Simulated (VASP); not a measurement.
# LiBeF3 (Amm2) in VASP: notebook

The runs below take LiBeF3 through single point, with PBE.

All numbers are computed with VASP 6.6.1; they aren't measurements. Logs are shortened: lines on timing, memory, paths and dates and some standing lists are left out, and cuts for length are marked.

## (1) The cell of the first run

It takes space group Amm2 (No. 38, orthorhombic). The conventional cell has a = 2.782 Å, b = 5.255 Å, c = 8.324 Å, α = 90.00°, β = 90.00°, γ = 90.00°. Within 2.6 Å of Li (site symmetry mm2) lie 5 F at 1.95 to 2.11 Å. Within 2.0 Å of Be (site symmetry mm2) lie 4 F at 1.53 to 1.66 Å. Within 2.2 Å of F (site symmetry mm2) lie 2 Be at 1.66 Å and 1 Li at 2.11 Å. F (site symmetry m) has 1 Be at 1.53 Å and 2 Li at 1.95 Å within 2.0 Å.

## (2) Single point, PBE (12.17 Å³/atom)

The input, INCAR:

```
SYSTEM = LiBeF3
PREC = Accurate ; ENCUT = 520
EDIFF = 1E-6 ; ISMEAR = 0
SIGMA = 0.02 ; LREAL = .FALSE.
LASPH = .TRUE. ; NELM = 80
ALGO = Normal ; ISIF = 2
LWAVE = .FALSE. ; LCHARG = .FALSE.
GGA = PE ; NBANDS = 21
```

The input, KPOINTS:

```
regular mesh
0
G
  8 6 6
  0 0 0
```

The input, POSCAR:

```
LiBeF3
1.0
    2.7821517558      0.0000000000      0.0000000000
    0.0000000000      2.6276788220      4.1619265586
    0.0000000000     -2.6276788220      4.1619265586
Li Be F
1 1 3
Direct
    0.5000000000      0.6939065536      0.6939065536
    0.0000000000      0.0552435720      0.0552435720
    0.5000000000      0.9468781026      0.9468781026
    0.0000000000      0.9041869529      0.3993150388
    0.0000000000      0.3993150388      0.9041869529
```

Potentials or basis: VASP PAW PBE potentials, release 64 (Li_sv, Be, F).

Command:

```
> cat potpaw_PBE.64/Li_sv/POTCAR potpaw_PBE.64/Be/POTCAR potpaw_PBE.64/F/POTCAR > POTCAR
> mpirun -np 1 vasp_std > vasp.out
```

OUTCAR:

```text
SYSTEM = LiBeF3
   PREC = Accurate
   ENCUT = 520
   EDIFF = 1E-6
   ISMEAR = 0
   LREAL = .FALSE.
   LASPH = .TRUE.
   NELM = 80
   ISIF = 2
   GGA = PE

 ion  position               nearest neighbor table
   1  0.500  0.694  0.694-   4 1.95   5 1.95   4 1.95   5 1.95   3 2.11
   2  0.000  0.055  0.055-   4 1.53   5 1.53   3 1.66   3 1.66
   3  0.500  0.947  0.947-   2 1.66   2 1.66   1 2.11
   4  0.000  0.904  0.399-   2 1.53   1 1.95   1 1.95
   5  0.000  0.399  0.904-   2 1.53   1 1.95   1 1.95

  LATTYP: Found a base centered orthorhombic cell.
 ALAT       =     5.2553576440
 B/A-ratio  =     1.5838794771
 C/A-ratio  =     0.5293934199

  Lattice vectors:

 A1 = (   0.0000000000,   2.6276788220,  -4.1619265586)
 A2 = (   0.0000000000,   2.6276788220,   4.1619265586)
 A3 = (   2.7821517558,   0.0000000000,   0.0000000000)

Analysis of symmetry for initial positions (statically):
=====================================================================
 Subroutine PRICEL returns:
 Original cell was already a primitive cell.

 Routine SETGRP: Setting up the symmetry group for a
 base centered orthorhombic supercell.

 Subroutine GETGRP returns: Found  4 space group operations
 (whereof  4 operations were pure point group operations)
 out of a pool of  8 trial point group operations.

The static configuration has the point symmetry C_2v.

Analysis of symmetry for dynamics (positions and initial velocities):
=====================================================================
 Subroutine PRICEL returns:
 Original cell was already a primitive cell.

 Routine SETGRP: Setting up the symmetry group for a
 base centered orthorhombic supercell.

 Subroutine GETGRP returns: Found  4 space group operations
 (whereof  4 operations were pure point group operations)
 out of a pool of  8 trial point group operations.

The dynamic configuration has the point symmetry C_2v.

 Subroutine INISYM returns: Found  4 space group operations
 (whereof  4 operations are pure point group operations),
 and found     1 'primitive' translations

----------------------------------------------------------------------------------------

                                     Primitive cell

  volume of cell :      60.8524

  direct lattice vectors                    reciprocal lattice vectors
     2.782151756  0.000000000  0.000000000     0.359434024  0.000000000  0.000000000
     0.000000000  2.627678822  4.161926559     0.000000000  0.190282007  0.120136671
     0.000000000 -2.627678822  4.161926559     0.000000000 -0.190282007  0.120136671

  length of vectors
     2.782151756  4.922024855  4.922024855     0.359434024  0.225033468  0.225033468

  position of ions in fractional coordinates (direct lattice)
     0.500000000  0.693906554  0.693906554
     0.000000000  0.055243572  0.055243572
     0.500000000  0.946878103  0.946878103
     0.000000000  0.904186953  0.399315039
     0.000000000  0.399315039  0.904186953

  ion indices of the primitive-cell ions
   primitive index   ion index
                 1           1
                 2           2
                 3           3
                 4           4
                 5           5

----------------------------------------------------------------------------------------

 KPOINTS: regular mesh

Automatic generation of k-mesh.
 Grid dimensions read from file:
 generate k-points for:    8    6    6

 Generating k-lattice:

  Cartesian coordinates                     Fractional coordinates (reciprocal lattice)
     0.044929253  0.000000000  0.000000000     0.125000000  0.000000000  0.000000000
     0.000000000  0.031713668  0.020022778     0.000000000  0.166666667  0.000000000
     0.000000000 -0.031713668  0.020022778     0.000000000  0.000000000  0.166666667

  Length of vectors
     0.044929253  0.037505578  0.037505578

  Shift w.r.t. Gamma in fractional coordinates (k-lattice)
     0.000000000  0.000000000  0.000000000

 Subroutine IBZKPT returns following result:
 ===========================================

 Found     65 irreducible k-points:

 Following reciprocal coordinates:
            Coordinates               Weight
  0.000000  0.000000  0.000000      1.000000
  0.125000  0.000000  0.000000      2.000000
  0.250000  0.000000  0.000000      2.000000
  0.375000  0.000000  0.000000      2.000000
  0.500000  0.000000  0.000000      1.000000
  0.000000  0.166667 -0.000000      4.000000
[... 16 lines left out ...]
  0.250000  0.166667  0.166667      4.000000
  0.375000  0.166667  0.166667      4.000000
 [... further k-points ...]
   k-points           NKPTS =     65   k-points in BZ     NKDIM =     65   number of bands    NBANDS=     21
   number of dos      NEDOS =    301   number of ions     NIONS =      5
   total plane-waves  NPLWV =  38400
   dimension x,y,z NGX =    24 NGY =   40 NGZ =   40
   dimension x,y,z NGXF=    48 NGYF=   80 NGZF=   80
   ions per type =               1   1   3
   NGX,Y,Z   is equivalent  to a cutoff of  14.34, 13.51, 13.51 a.u.
   NGXF,Y,Z  is equivalent  to a cutoff of  28.68, 27.02, 27.02 a.u.
 SYSTEM =  LiBeF3
   PREC   = accura    normal or accurate (medium, high low for compatibility)
   ISTART =      0    job   : 0-new  1-cont  2-samecut
   ICHARG =      2    charge: 1-file 2-atom 10-const
   ISPIN  =      1    spin polarized calculation?
   LNONCOLLINEAR =      F non collinear calculations
   LSORBIT =      F    spin-orbit coupling
   LASPH  =      T    aspherical Exc in radial PAW
   ENCUT  =  520.0 eV  38.22 Ry    6.18 a.u.   5.17  9.15  9.15*2*pi/ulx,y,z
   NELM   =     80;   NELMIN=  2; NELMDL= -5     # of ELM steps
   EDIFF  = 0.1E-05   stopping-criterion for ELM
   LREAL  =      F    real-space projection
   EDIFFG = 0.1E-04   stopping-criterion for IOM
   NSW    =      0    number of steps for IOM
   IBRION =     -1    ionic relax: 0-MD 1-quasi-New 2-CG
   NFREE  =      0    steps in history (QN), initial steepest desc. (CG)
   ISIF   =      2    stress and relaxation
   ISYM   =      2    0-nonsym 1-usesym 2-fastsym
   POTIM  = 0.5000    time-step for ionic-motion
   TEBEG  =    0.0;   TEEND  =   0.0 temperature during run
   PSTRESS=    0.0 pullay stress
   NELECT =      26.0000    total number of electrons
   NUPDOWN=      -1.0000    fix difference up-down
   EMIN   =  10.00;   EMAX   =-10.00  energy-range for DOS
   EFERMI =   0.00;   METHOD = LEGACY
   ISMEAR =     0;   SIGMA  =   0.02  broadening in eV -4-tet -1-fermi 0-gaus
   EFERMI_NEDOS =   21; number of points for ismear=-14 and -15
   IALGO  =     38    algorithm
   IMIX   =      4    mixing-type and parameters
     AMIX     =   0.40;   BMIX     =  1.00
     AMIX_MAG =   1.60;   BMIX_MAG =  1.00
  volume/ion in A,a.u.               =      12.17        82.13
  Fermi-wavevector in a.u.,A,eV,Ry     =   1.233029  2.330088 20.685775  1.520362
  Thomas-Fermi vector in A             =   2.367776
   LORBIT       =      0    0 simple, 1 ext, 2 COOP (PROOUT), +10 PAW based schemes
   GGA     = PE    functional components
   LHFCALC =     F    Hartree Fock is set to
   AEXX    =    0.0000 exact exchange contribution
   IVDW    =     0    specifies the selected vdW correction
   LEPSILON=     F    determine dielectric tensor
   LRPA    =     F    only Hartree local field effects (RPA)
 non-spin polarized calculation
 Gauss-broadening in eV      SIGMA  =   0.02
  energy-cutoff  :      520.00
  volume of cell :       60.85
 maximum number of plane-waves:      1662
 NGX is ok and might be reduce to    24
   NGX = 11   NGY = 19   NGZ = 19

 number of electron      26.0000017 magnetization

 Free energy of the ion-electron system (eV)
  ---------------------------------------------------
  ext. energy  EPLUGINS =         0.00000000
  ---------------------------------------------------
  free energy    TOTEN  =       -26.79342952 eV

  energy without entropy =      -26.79342952  energy(sigma->0) =      -26.79342952

 E-fermi :  -3.1391     XC(G=0):  -7.9482

 val. band max:       -3.3360963502   @ k =   0.5000   0.5000   0.5000
 cond. band min:       4.1083659815   @ k =   0.0000   0.0000   0.0000
 fundamental gap:      7.4444623317
 Fermi energy:        -3.1391313300

 k-point     1 :       0.0000    0.0000    0.0000
  band No.  band energies     occupation
      1     -44.1940      2.00000
      2     -24.4275      2.00000
      3     -23.3004      2.00000
      4     -23.1716      2.00000
      5      -7.1811      2.00000
      6      -6.3326      2.00000
[... 13 lines left out ...]
     20      13.3635      0.00000
     21      13.8015      0.00000

 k-point     2 :       0.1250    0.0000    0.0000
  band No.  band energies     occupation
      1     -44.1905      2.00000
      2     -24.3818      2.00000
      3     -23.2910      2.00000
      4     -23.1380      2.00000
      5      -7.1321      2.00000
      6      -6.2580      2.00000
[... 13 lines left out ...]
     20      13.1827      0.00000
     21      14.1013      0.00000

 k-point     3 :       0.2500    0.0000    0.0000
  band No.  band energies     occupation
      1     -44.1821      2.00000
      2     -24.2648      2.00000
      3     -23.2731      2.00000
      4     -23.0547      2.00000
      5      -6.9906      2.00000
      6      -6.8685      2.00000
[... 13 lines left out ...]
     20      12.6637      0.00000
     21      14.1181      0.00000
[... 457 lines left out ...]
 k-point    23 :       0.2500    0.1667    0.1667
  band No.  band energies     occupation
      1     -44.1820      2.00000
      2     -24.2578      2.00000
      3     -23.2801      2.00000
      4     -23.0560      2.00000
      5      -7.0628      2.00000
      6      -6.7786      2.00000
[... 13 lines left out ...]
     20      12.7937      0.00000
     21      14.2238      0.00000

 k-point    24 :       0.3750    0.1667    0.1667
  band No.  band energies     occupation
      1     -44.1736      2.00000
      2     -24.1338      2.00000
      3     -23.2654      2.00000
      4     -22.9705      2.00000
      5      -7.4761      2.00000
      6      -6.7199      2.00000
[... 13 lines left out ...]
     20      13.2776      0.00000
     21      13.3341      0.00000

 [... further k-points ...]

------------------------ aborting loop because EDIFF is reached ----------------------------------------

  FORCE on cell =-STRESS in cart. coord.  units (eV):
  Direction    XX          YY          ZZ          XY          YZ          ZX
  --------------------------------------------------------------------------------------
  -------------------------------------------------------------------------------------
  Total       -0.4701730     -0.4338557     -0.4518166      0.0000000      0.0000000      0.0000000
  in kB      -12.3791472    -11.4229528    -11.8958448      0.0000000      0.0000000      0.0000000
  external PRESSURE =     -11.8993150 kB  Pullay stress =       0.0000000 kB

 VOLUME and BASIS-vectors are now :
 -----------------------------------------------------------------------------
  energy-cutoff  :      520.00
  volume of cell :       60.85
      direct lattice vectors                 reciprocal lattice vectors
     2.782151756  0.000000000  0.000000000     0.359434024  0.000000000  0.000000000
     0.000000000  2.627678822  4.161926559     0.000000000  0.190282007  0.120136671
     0.000000000 -2.627678822  4.161926559     0.000000000 -0.190282007  0.120136671

 POSITION                                       TOTAL-FORCE (eV/Angst)
 -----------------------------------------------------------------------------------
      1.39108      0.00000      5.77598         0.000000      0.000000      0.015366
      0.00000      0.00000      0.45984         0.000000      0.000000     -0.026806
      1.39108      0.00000      7.88167         0.000000      0.000000     -0.025348
      0.00000      1.32664      5.42508         0.000000     -0.033455      0.018394
      0.00000     -1.32664      5.42508         0.000000      0.033455      0.018394
 -----------------------------------------------------------------------------------
    total drift:                                0.000000     -0.000000     -0.000091

  FREE ENERGIE OF THE ION-ELECTRON SYSTEM (eV)
  ---------------------------------------------------
  free  energy   TOTEN  =       -26.7934295168 eV

  energy  without entropy=      -26.7934295168  energy(sigma->0) =      -26.79342952
```

Wall time 62 s (1 thread of AMD EPYC 9R45 (Zen 5), shared host); peak memory 0.19 GiB.

What came out:

| Item | Value |
| --- | --- |
| Free energy | -26.7934 eV |
| Largest force | 0.038 eV/Å |
| Band gap on the k mesh | 7.44 eV (least direct gap 7.49 eV) |

Forces on the atoms (eV/Å):
```
Li   0.000  0.000  0.015
Be   0.000  0.000 -0.027
F    0.000  0.000 -0.025
F    0.000 -0.033  0.018
F    0.000  0.033  0.018
```

Caveat: the cutoff is under 1.25 times the usual one of these potentials, so pressure, stress and relaxed cells hold a basis-set (Pulay) error.

(Continued in part 2 of 2.)
